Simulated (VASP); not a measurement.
A run of VASP 6.6.1 is set up as follows.

The input INCAR:

```
  PREC = Accurate
  ENCUT = 520
  EDIFF = 1E-6
  ISMEAR = -1
  SIGMA = 0.08
  LREAL = F
  LASPH = T
  NELM = 60
  ALGO = Normal
  ISIF = 2
  LWAVE = F
  LCHARG = F
  GGA = PS
  NBANDS = 12
```

KPOINTS

```
regular mesh
0
Gamma
  18 18 18
```

Contents of POSCAR:

```
Au
1.0
    0.0000000000      2.0001288437      2.0001288437
    2.0001288437      0.0000000000      2.0001288437
    2.0001288437      2.0001288437      0.0000000000
Au
1
Direct
    0.0000000000      0.0000000000      0.0000000000
```

Potentials or basis: VASP PAW PBE potentials, release 64 (Au).

Command:

```bash
$ cat potpaw_PBE.64/Au/POTCAR > POTCAR
$ mpirun -np 1 vasp_std > vasp.out
```

Question: Predict the pressure.

Answer: 12.5 GPa.

Question: Predict the band gap on the k mesh.

Answer: Zero (an odd number of electrons rules out a gap without spin polarisation).

Caveat: the cell stands under pressure; the PAW data sets were made with another functional, which shifts forces and pressure a little; spin-orbit coupling is left out, which moves the levels of the heavy elements.
